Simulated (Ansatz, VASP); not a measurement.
## Two plane-wave programs on Ti

POSCAR

```
Ti
1.0
   -1.6258948694      1.7681606705      1.6258948694
    1.6258948694     -1.7681606705      1.6258948694
    1.6258948694      1.7681606705     -1.6258948694
Ti
1
Direct
    0.0000000000      0.0000000000      0.0000000000
```

INCAR.step1

```
ALGO = Normal
EDIFF = 1E-4
ENCUT = 520
GGA = PE
ISMEAR = 0
LASPH = True
LCHARG = False
LREAL = False
LWAVE = True
NBANDS = 12
NELM = 100
PREC = Accurate
SIGMA = 0.15
```

The input INCAR.step2:

```
ALGO = Normal
EDIFF = 1E-6
ENCUT = 520
ISIF = 2
ISMEAR = 0
ISTART = 1
LASPH = True
LCHARG = False
LMIXTAU = True
LREAL = False
LWAVE = False
METAGGA = R2SCAN
NBANDS = 12
NELM = 100
PREC = Accurate
SIGMA = 0.15
```

KPOINTS

```
k-points
0
Gamma
  26 26 26
```

Input for Ansatz:

```yaml
crystal:
  lattice:
    - [-1.6258948694, 1.7681606705, 1.6258948694]
    - [1.6258948694, -1.7681606705, 1.6258948694]
    - [1.6258948694, 1.7681606705, -1.6258948694]
  atoms:
    - { symbol: Ti, position: [0.0, 0.0, 0.0] }
basis:
  ecutwfc: 500
kpoints:
  mp_grid: { grid: [26, 26, 26] }
hamiltonian:
  xc: r2scan
scf:
  occupations: { method: gaussian, width: 0.15 }
output:
  forces: true
  stress: true
  eigenvalues: true
```

Change from the starting cell: strain +0.0875 x Voigt [0, 1, 0, 0, 0, 0], atoms carried along.

Alike in both runs: task single point; functional r2SCAN; k mesh 26 × 26 × 26; occupations gaussian, width 0.15 eV; no spin polarisation.

|  | VASP | Ansatz |
| --- | --- | --- |
| version | VASP 6.6.1 | Ansatz 0.2.0 |
| potentials or method | VASP PAW PBE potentials, release 64 (Ti_sv), cutoff 520 eV | scalar-relativistic, plane waves, PAW |
| valence electrons in the cell | 12 | 12 |

|  | VASP | Ansatz | Ansatz less VASP |
| --- | --- | --- | --- |
| gap on the k mesh at the Fermi level (eV) | none | none | - |
| pressure (GPa) | -7.5 | -7.8 | -0.32 |
| traceless stress, the component that is largest in VASP (GPa) | 2.01 | 1.98 | -0.024 |

VASP's potentials were made for PBE, not for r2SCAN. A gap of «none» marks a metal or a gap that the smearing closes.
